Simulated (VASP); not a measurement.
# Sn2PbS3 (P1) in VASP: single point with PBE

Aim: the single point of Sn2PbS3 with PBE.

Program: VASP 6.6.1. These are calculated values, not measurements. Logs are shortened: lines on timing, memory, paths and dates and some standing lists are left out, and cuts for length are marked.

## Step 1: The cell of the first run

The typed cell holds 12 atoms: a = 5.976 Å, b = 6.166 Å, c = 9.353 Å, α = 89.18°, β = 73.07°, γ = 89.94°.

## Step 2: Single point, PBE

INCAR

```
ALGO = Normal
EDIFF = 1E-6
ENCUT = 520
GGA = PE
ISIF = 2
ISMEAR = 0
LASPH = True
LCHARG = False
LREAL = False
LWAVE = False
NBANDS = 72
NELM = 60
PREC = Accurate
SIGMA = 0.1
```

KPOINTS

```
k-points
0
Gamma
  4 4 2
```

POSCAR

```
Sn2PbS3
1.0
    5.9764304002      0.0000000000      0.0000000000
    0.0067940735      6.1656843045      0.0000000000
    2.7242415194      0.1301714920      8.9460555466
Sn Pb S
4 2 6
Direct
    0.6367494345      0.0190908602      0.6794295805
    0.1382352783      0.4824116267      0.6756960394
    0.3108874851      0.0237706597      0.3485679217
    0.8124578475      0.4752896618      0.3451761471
    0.9879724629      0.0153372054      0.0085114357
    0.4893921108      0.4844793384      0.0054000680
    0.8687772647      0.0535797933      0.3283001633
    0.3701462036      0.4455272578      0.3241983562
    0.5049329988      0.0225053799      0.9866163926
    0.0062391928      0.4766924437      0.9816850705
    0.1864464972      0.0557979944      0.6603775421
    0.6877632237      0.4455177786      0.6560412830
```

Potentials or basis: VASP PAW PBE potentials, release 64 (Sn_d, Pb_d, S).

On the command line:

```console
$ cat potpaw_PBE.64/Sn_d/POTCAR potpaw_PBE.64/Pb_d/POTCAR potpaw_PBE.64/S/POTCAR > POTCAR
$ mpirun -np 1 vasp_std > vasp.out
```

OUTCAR:

```text
EDIFF = 1E-6
   ENCUT = 520
   GGA = PE
   ISIF = 2
   ISMEAR = 0
   LASPH = True
   LREAL = False
   NELM = 60
   PREC = Accurate

 ion  position               nearest neighbor table
   1  0.637  0.019  0.679-  12 2.65   9 2.75  11 2.76   7 3.17  11 3.25
   2  0.138  0.482  0.676-  11 2.65  10 2.74  12 2.76   8 3.19  12 3.24
   3  0.311  0.024  0.349-   8 2.62   7 2.71  11 2.80   9 3.24
   4  0.812  0.475  0.345-   7 2.62   8 2.71  12 2.79  10 3.26
   5  0.988  0.015  0.009-  10 2.85   7 2.88   9 2.95   9 3.04  11 3.13  10 3.33
   6  0.489  0.484  0.005-   9 2.86   8 2.86  10 2.96  10 3.03  12 3.15   9 3.32
   7  0.869  0.054  0.328-   4 2.62   3 2.71   5 2.88   1 3.17
   8  0.370  0.446  0.324-   3 2.62   4 2.71   6 2.86   2 3.19
   9  0.505  0.023  0.987-   1 2.75   6 2.86   5 2.95   5 3.04   3 3.24   6 3.32
  10  0.006  0.477  0.982-   2 2.74   5 2.85   6 2.96   6 3.03   4 3.26   5 3.33
  11  0.186  0.056  0.660-   2 2.65   1 2.76   3 2.80   5 3.13   1 3.25
  12  0.688  0.446  0.656-   1 2.65   2 2.76   4 2.79   6 3.15   2 3.24

  LATTYP: Found a triclinic cell.
 ALAT       =     9.3525582765
 B/A-ratio  =     0.6390155745
 C/A-ratio  =     0.6592514973
 COS(alpha) =     0.0011019165
 COS(beta)  =     0.0142392376
 COS(gamma) =     0.2912830307

  Lattice vectors:

 A1 = (   2.7242415194,   0.1301714920,   8.9460555466)
 A2 = (   5.9764304002,   0.0000000000,   0.0000000000)
 A3 = (   0.0067940735,   6.1656843045,   0.0000000000)

Analysis of symmetry for initial positions (statically):
=====================================================================
 Subroutine PRICEL returns:
 Original cell was already a primitive cell.

 Routine SETGRP: Setting up the symmetry group for a
 triclinic supercell.

 Subroutine GETGRP returns: Found  1 space group operations
 (whereof  1 operations were pure point group operations)
 out of a pool of  2 trial point group operations.

The static configuration has the point symmetry C_1 .

Analysis of symmetry for dynamics (positions and initial velocities):
=====================================================================
 Subroutine PRICEL returns:
 Original cell was already a primitive cell.

 Routine SETGRP: Setting up the symmetry group for a
 triclinic supercell.

 Subroutine GETGRP returns: Found  1 space group operations
 (whereof  1 operations were pure point group operations)
[... 126 lines left out ...]
   TEBEG  =    0.0;   TEEND  =   0.0 temperature during run
   PSTRESS=    0.0 pullay stress
   NELECT =     120.0000    total number of electrons
   NUPDOWN=      -1.0000    fix difference up-down
   EMIN   =  10.00;   EMAX   =-10.00  energy-range for DOS
   EFERMI =   0.00;   METHOD = LEGACY
   ISMEAR =     0;   SIGMA  =   0.10  broadening in eV -4-tet -1-fermi 0-gaus
   EFERMI_NEDOS =   21; number of points for ismear=-14 and -15
   IALGO  =     38    algorithm
   IMIX   =      4    mixing-type and parameters
     AMIX     =   0.40;   BMIX     =  1.00
     AMIX_MAG =   1.60;   BMIX_MAG =  1.00
  volume/ion in A,a.u.               =      27.47       185.38
  Fermi-wavevector in a.u.,A,eV,Ry     =   1.168917  2.208933 18.590550  1.366367
  Thomas-Fermi vector in A             =   2.305397
   LORBIT       =      0    0 simple, 1 ext, 2 COOP (PROOUT), +10 PAW based schemes
   GGA     = PE    functional components
   LHFCALC =     F    Hartree Fock is set to
   AEXX    =    0.0000 exact exchange contribution
   IVDW    =     0    specifies the selected vdW correction
   LEPSILON=     F    determine dielectric tensor
   LRPA    =     F    only Hartree local field effects (RPA)
 non-spin polarized calculation
 Gauss-broadening in eV      SIGMA  =   0.10
  energy-cutoff  :      520.00
  volume of cell :      329.65
 maximum number of plane-waves:      8896
 NGX is ok and might be reduce to    48
   NGX = 23   NGY = 23   NGZ = 35

 number of electron     120.0000009 magnetization

 Free energy of the ion-electron system (eV)
  ---------------------------------------------------
  ext. energy  EPLUGINS =         0.00000000
  ---------------------------------------------------
  free energy    TOTEN  =       -52.69568874 eV

  energy without entropy =      -52.69568874  energy(sigma->0) =      -52.69568874

 E-fermi :   5.5013     XC(G=0):  -9.2483

 val. band max:        5.0361882900   @ k =   0.0000   0.5000   0.5000
 cond. band min:       5.9624650389   @ k =   0.5000   0.5000   0.0000
 fundamental gap:      0.9262767488
 Fermi energy:         5.5012978481

 k-point     1 :       0.0000    0.0000    0.0000
  band No.  band energies     occupation
      1     -16.2180      2.00000
      2     -16.2098      2.00000
      3     -16.2043      2.00000
      4     -16.1974      2.00000
      5     -16.1855      2.00000
      6     -16.1728      2.00000
[... 1489 lines left out ...]
     71       7.4873      0.00000
     72       7.4979      0.00000

------------------------ aborting loop because EDIFF is reached ----------------------------------------

  FORCE on cell =-STRESS in cart. coord.  units (eV):
  Direction    XX          YY          ZZ          XY          YZ          ZX
  --------------------------------------------------------------------------------------
  -------------------------------------------------------------------------------------
  Total       -0.0172113     -0.3512290     -0.1959514      0.0094407      0.0063604      0.0562595
  in kB       -0.0836508     -1.7070500     -0.9523665      0.0458839      0.0309128      0.2734334
  external PRESSURE =      -0.9143558 kB  Pullay stress =       0.0000000 kB

 VOLUME and BASIS-vectors are now :
 -----------------------------------------------------------------------------
  energy-cutoff  :      520.00
  volume of cell :      329.65
      direct lattice vectors                 reciprocal lattice vectors
     5.976430400  0.000000000  0.000000000     0.167323960 -0.000184377 -0.050950598
     0.006794074  6.165684305  0.000000000     0.000000000  0.162187999 -0.002359951
     2.724241519  0.130171492  8.946055547     0.000000000  0.000000000  0.111781108

 POSITION                                       TOTAL-FORCE (eV/Angst)
 -----------------------------------------------------------------------------------
      5.65655      0.20615      6.07821         0.001739      0.013716      0.007933
      2.67019      3.06235      6.04481         0.001581     -0.012100      0.007967
      2.80774      0.19194      3.11831         0.000749      0.016407     -0.006361
      5.79917      2.97542      3.08796        -0.000412     -0.015113     -0.008435
      5.92784      0.09567      0.07614        -0.007505      0.008581     -0.000120
      2.94282      2.98785      0.04831        -0.007018     -0.007495      0.001902
      6.08692      0.37309      2.93699        -0.009931      0.024544      0.008399
      3.09837      2.78918      2.90030        -0.009369     -0.028588      0.008613
      5.70563      0.26719      8.82633         0.012730      0.015591     -0.013957
      2.71487      3.06692      8.78221         0.014393     -0.016345     -0.012689
      2.91369      0.43000      5.90777         0.001646      0.019858      0.001320
      5.90061      2.83232      5.86898         0.001397     -0.019057      0.005429
 -----------------------------------------------------------------------------------
    total drift:                                0.000220     -0.000048     -0.000195

  FREE ENERGIE OF THE ION-ELECTRON SYSTEM (eV)
  ---------------------------------------------------
  free  energy   TOTEN  =       -52.6956887439 eV

  energy  without entropy=      -52.6956887439  energy(sigma->0) =      -52.69568874
```

OSZICAR:

```text
N       E                     dE             d eps       ncg     rms          rms(c)
DAV:   1     0.151254903894E+04    0.15125E+04   -0.52941E+04  3024   0.203E+03
DAV:   2     0.254484875329E+03   -0.12581E+04   -0.12263E+04  2888   0.626E+02
DAV:   3    -0.263641080851E+02   -0.28085E+03   -0.27076E+03  3432   0.251E+02
DAV:   4    -0.538540589358E+02   -0.27490E+02   -0.27058E+02  3496   0.753E+01
DAV:   5    -0.552624662466E+02   -0.14084E+01   -0.14024E+01  4328   0.182E+01    0.127E+01
DAV:   6    -0.526336922331E+02    0.26288E+01   -0.71452E+00  3896   0.998E+00    0.878E+00
DAV:   7    -0.526909072008E+02   -0.57215E-01   -0.17666E+00  3936   0.362E+00    0.423E+00
DAV:   8    -0.526997698264E+02   -0.88626E-02   -0.24733E-01  3800   0.245E+00    0.480E-01
DAV:   9    -0.526939465123E+02    0.58233E-02   -0.53700E-02  3888   0.101E+00    0.240E-01
DAV:  10    -0.526948674675E+02   -0.92096E-03   -0.47141E-03  3576   0.263E-01    0.178E-01
DAV:  11    -0.526955756547E+02   -0.70819E-03   -0.11036E-03  3992   0.128E-01    0.480E-02
DAV:  12    -0.526956615320E+02   -0.85877E-04   -0.97079E-05  3712   0.427E-02    0.233E-02
DAV:  13    -0.526956851579E+02   -0.23626E-04   -0.45079E-05  3424   0.241E-02    0.796E-03
DAV:  14    -0.526956883209E+02   -0.31630E-05   -0.58767E-06  2872   0.110E-02    0.431E-03
DAV:  15    -0.526956887439E+02   -0.42301E-06   -0.84835E-07  2288   0.447E-03
   1 F= -.52695689E+02 E0= -.52695689E+02  d E =-.275538E-11
```

Wall time 19 min (1 thread of Intel Xeon 8259CL, shared host); peak memory 0.61 GiB.

What came out:

```yaml
Free_energy: -52.6957 eV
Pressure: -0.1 GPa
Largest_force: 0.031 eV/Å
Band_gap_on_the_k_mesh: 0.93 eV (least direct gap 1.08 eV)
```

Forces on the atoms (eV/Å):
```
Sn   0.002  0.014  0.008
Sn   0.002 -0.012  0.008
Sn   0.001  0.016 -0.006
Sn   0.000 -0.015 -0.008
Pb  -0.008  0.009  0.000
Pb  -0.007 -0.007  0.002
S   -0.010  0.025  0.008
S   -0.009 -0.029  0.009
S    0.013  0.016 -0.014
S    0.014 -0.016 -0.013
S    0.002  0.020  0.001
S    0.001 -0.019  0.005
```

Caveat: spin-orbit coupling is left out, which moves the levels of the heavy elements.
